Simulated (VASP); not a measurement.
# V3Si (Pm-3n) in VASP: single point with PBE

Aim: the single point of V3Si with PBE.

Everything below comes from runs of VASP 6.6.1. Logs are shortened: lines on timing, memory, paths and dates and some standing lists are left out, and cuts for length are marked.

## 1. The cell of the first run

The structure is cubic, space group Pm-3n (No. 223). Conventional cell: a = 4.702 Å, b = 4.702 Å, c = 4.702 Å, α = 90.00°, β = 90.00°, γ = 90.00°. V (site symmetry -4m2) has 10 V at 2.35 to 2.88 Å and 4 Si at 2.63 Å within 3.1 Å. Within 3.5 Å of Si (site symmetry m-3) lie 12 V at 2.63 Å.

## 2. Single point, PBE, collinear spin, antiferromagnetic start

INCAR reads:

```
SYSTEM = V3Si
ALGO     = Normal         ! electronic algorithm
EDIFF    = 1E-6           ! SCF threshold, eV
ENCUT    = 500            ! plane-wave cutoff, eV
GGA      = PE             ! functional
GGA_COMPAT= .False.      
ISIF     = 2              ! what is computed and relaxed
ISMEAR   = -1             ! smearing method
ISPIN    = 2              ! spin polarisation
KPAR     = 4            
LASPH    = .True.         ! aspherical terms in the spheres
LCHARG   = .True.         ! write CHGCAR
LMAXMIX  = 4              ! l up to which the mixer works
LORBIT   = 11             ! projections on sites
LREAL    = .False.        ! projectors in reciprocal space
LVHAR    = .True.       
LWAVE    = .False.        ! write WAVECAR
MAGMOM   = 1.5 -1.5 1.5 -1.5 1.5 -1.5 0 0 ! initial moments
NBANDS   = 57             ! bands
NELM     = 200            ! most SCF steps
PREC     = Accurate       ! precision mode
SIGMA    = 0.1            ! smearing width, eV
```

KPOINTS reads:

```
k-points
0
Gamma
  6 6 6
  0 0 0
```

POSCAR reads:

```
V3Si
1.0
    4.7016633457      0.0000000000      0.0000000000
    0.0000000000      4.7016633371      0.0000000000
    0.0000000000      0.0000000000      4.7016631826
V Si
6 2
Direct
    0.2499999897      0.0000000000      0.5000000019
    0.5000000000      0.7499999891      0.0000000024
    0.7500000103      0.0000000000      0.5000000019
    0.5000000000      0.2500000109      0.0000000024
    0.0000000000      0.5000000000      0.7499999944
    0.0000000000      0.5000000000      0.2499999953
    0.0000000000      0.0000000000     -0.0000000067
    0.5000000000      0.5000000000      0.5000000084
```

Potentials or basis: VASP PAW PBE potentials, release 64 (V_sv, Si).

Started as:

```sh
$ cat potpaw_PBE.64/V_sv/POTCAR potpaw_PBE.64/Si/POTCAR > POTCAR
$ mpirun -np 4 vasp_std > vasp.out
```

OUTCAR:

```text
SYSTEM = V3Si
   EDIFF = 1E-6
   ENCUT = 500
   GGA = PE
   ISIF = 2
   ISMEAR = -1
   ISPIN = 2
   LASPH = .True.
   LORBIT = 11
   LREAL = .False.
   NELM = 200
   PREC = Accurate

 ion  position               nearest neighbor table
   1  0.250  0.000  0.500-   3 2.35   3 2.35   7 2.63   7 2.63   8 2.63   8 2.63   5 2.88   5 2.88
                             2 2.88   4 2.88   6 2.88   6 2.88   4 2.88   2 2.88
   2  0.500  0.750  0.000-   4 2.35   4 2.35   8 2.63   8 2.63   7 2.63   7 2.63   6 2.88   6 2.88
                             1 2.88   3 2.88   1 2.88   3 2.88   5 2.88   5 2.88
   3  0.750  0.000  0.500-   1 2.35   1 2.35   7 2.63   7 2.63   8 2.63   8 2.63   5 2.88   5 2.88
                             4 2.88   2 2.88   6 2.88   6 2.88   2 2.88   4 2.88
   4  0.500  0.250  0.000-   2 2.35   2 2.35   8 2.63   8 2.63   7 2.63   7 2.63   6 2.88   6 2.88
                             1 2.88   3 2.88   3 2.88   1 2.88   5 2.88   5 2.88
   5  0.000  0.500  0.750-   6 2.35   6 2.35   8 2.63   8 2.63   7 2.63   7 2.63   1 2.88   3 2.88
                             3 2.88   1 2.88   4 2.88   2 2.88   4 2.88   2 2.88
   6  0.000  0.500  0.250-   5 2.35   5 2.35   7 2.63   7 2.63   8 2.63   8 2.63   2 2.88   2 2.88
                             4 2.88   4 2.88   3 2.88   1 2.88   1 2.88   3 2.88
   7  0.000  0.000  1.000-   1 2.63   3 2.63   1 2.63   3 2.63   5 2.63   5 2.63   6 2.63   6 2.63
                             2 2.63   4 2.63   2 2.63   4 2.63
   8  0.500  0.500  0.500-   2 2.63   4 2.63   2 2.63   4 2.63   5 2.63   5 2.63   6 2.63   6 2.63
                             1 2.63   3 2.63   3 2.63   1 2.63

  LATTYP: Found a simple cubic cell.
 ALAT       =     4.7016633457

  Lattice vectors:

 A1 = (   4.7016633457,   0.0000000000,   0.0000000000)
 A2 = (   0.0000000000,   4.7016633371,   0.0000000000)
 A3 = (   0.0000000000,   0.0000000000,   4.7016631826)

Analysis of symmetry for initial positions (statically):
=====================================================================
 Subroutine PRICEL returns:
 Original cell was already a primitive cell.

 Routine SETGRP: Setting up the symmetry group for a
 simple cubic supercell.

 Subroutine GETGRP returns: Found 48 space group operations
 (whereof 24 operations were pure point group operations)
 out of a pool of 48 trial point group operations.

The static configuration has the point symmetry T_h .
 The point group associated with its full space group is O_h .

Analysis of symmetry for dynamics (positions and initial velocities):
=====================================================================
 Subroutine PRICEL returns:
 Original cell was already a primitive cell.

 Routine SETGRP: Setting up the symmetry group for a
 simple cubic supercell.

 Subroutine GETGRP returns: Found 48 space group operations
[... 180 lines left out ...]

 E-fermi :  10.3522     XC(G=0): -12.7197

 val. band max:       10.3495448966   @ k =   0.3333   0.0000   0.5000
 cond. band min:      10.3534817924   @ k =   0.1667   0.1667   0.1667
 fundamental gap:      0.0039368957
 Fermi energy:        10.3522370058

 spin component 1

 k-point     1 :       0.0000    0.0000    0.0000
  band No.  band energies     occupation
      1     -53.4592      1.00000
      2     -53.3824      1.00000
      3     -53.3823      1.00000
      4     -53.1678      1.00000
      5     -53.1678      1.00000
      6     -53.1678      1.00000
[... 1381 lines left out ...]
     54      12.9668      0.00000
     55      13.0310      0.00000

 [... further k-points ...]

 spin component 2

 k-point     1 :       0.0000    0.0000    0.0000
  band No.  band energies     occupation
      1     -53.4592      1.00000
      2     -53.3824      1.00000
      3     -53.3823      1.00000
      4     -53.1678      1.00000
      5     -53.1678      1.00000
      6     -53.1678      1.00000
[... 1381 lines left out ...]
     54      12.9668      0.00000
     55      13.0310      0.00000

 [... further k-points ...]

 [bands above 55 left out]

------------------------ aborting loop because EDIFF is reached ----------------------------------------

  FORCE on cell =-STRESS in cart. coord.  units (eV):
  Direction    XX          YY          ZZ          XY          YZ          ZX
  --------------------------------------------------------------------------------------
  -------------------------------------------------------------------------------------
  Total        0.1059333      0.1059333      0.1048174      0.0000000      0.0000000      0.0000000
  in kB        1.6330095      1.6330095      1.6158070      0.0000000      0.0000000      0.0000000
  external PRESSURE =       1.6272753 kB  Pullay stress =       0.0000000 kB

 VOLUME and BASIS-vectors are now :
 -----------------------------------------------------------------------------
  energy-cutoff  :      500.00
  volume of cell :      103.93
      direct lattice vectors                 reciprocal lattice vectors
     4.701663346  0.000000000  0.000000000     0.212690686  0.000000000  0.000000000
     0.000000000  4.701663337  0.000000000     0.000000000  0.212690686  0.000000000
     0.000000000  0.000000000  4.701663183     0.000000000  0.000000000  0.212690693

 POSITION                                       TOTAL-FORCE (eV/Angst)
 -----------------------------------------------------------------------------------
      1.17542      0.00000      2.35083        -0.000075      0.000000      0.000005
      2.35083      3.52625      0.00000        -0.000000     -0.000075      0.000005
      3.52625      0.00000      2.35083         0.000075      0.000000      0.000005
      2.35083      1.17542      0.00000         0.000000      0.000075      0.000005
      0.00000      2.35083      3.52625         0.000000      0.000000     -0.000013
      0.00000      2.35083      1.17542         0.000000      0.000000     -0.000013
      0.00000      0.00000      4.70166         0.000000      0.000000      0.000003
      2.35083      2.35083      2.35083         0.000000      0.000000      0.000003
 -----------------------------------------------------------------------------------
    total drift:                                0.000000      0.000000     -0.000042

  FREE ENERGIE OF THE ION-ELECTRON SYSTEM (eV)
  ---------------------------------------------------
  free  energy   TOTEN  =       -68.7282276648 eV

  energy  without entropy=      -68.3688662036  energy(sigma->0) =      -68.54854693

 total charge

# of ion       s       p       d       tot
------------------------------------------
    1        2.300   6.234   3.158  11.692
    2        2.300   6.234   3.158  11.692
    3        2.300   6.234   3.158  11.692
    4        2.300   6.234   3.158  11.692
    5        2.300   6.234   3.158  11.692
    6        2.300   6.234   3.158  11.692
    7        0.727   0.955   0.000   1.682
    8        0.727   0.955   0.000   1.682
--------------------------------------------------
tot         15.250  39.314  18.948  73.512

 magnetization (x)

# of ion       s       p       d       tot
------------------------------------------
    1        0.000  -0.000   0.000   0.000
    2       -0.000   0.000  -0.000  -0.000
    3        0.000  -0.000   0.000   0.000
    4       -0.000   0.000  -0.000  -0.000
    5        0.000   0.000   0.000   0.000
    6       -0.000  -0.000  -0.000  -0.000
    7        0.000   0.000   0.000   0.000
    8       -0.000  -0.000   0.000  -0.000
--------------------------------------------------
tot          0.000   0.000   0.000   0.000
```

stdout:

```text
POSCAR found type information on POSCAR V Si
 POSCAR found :  2 types and       8 ions
 scaLAPACK will be used
 LDA part: xc-table for (Slater+PW92), standard interpolation
 POSCAR, INCAR and KPOINTS ok, starting setup
 FFT: planning ... GRIDC
 FFT: planning ... GRID_SOFT
 FFT: planning ... GRID
 WAVECAR not read
 entering main loop
```

Wall time 2 min (4 MPI ranks of AMD EPYC 7R13 (Zen 3), shared host); peak memory 0.42 GiB.

Results:

```
Free energy                                           : -68.7282 eV
Pressure                                              : 0.2 GPa
Band gap on the k mesh                                : zero (filled and empty bands overlap)
Net moment                                            : 0.00 μB per cell
Valence electrons inside the program's atomic spheres : V 11.69; Si 1.68
```

Caveat: the moments typed at the start vanished in this run.
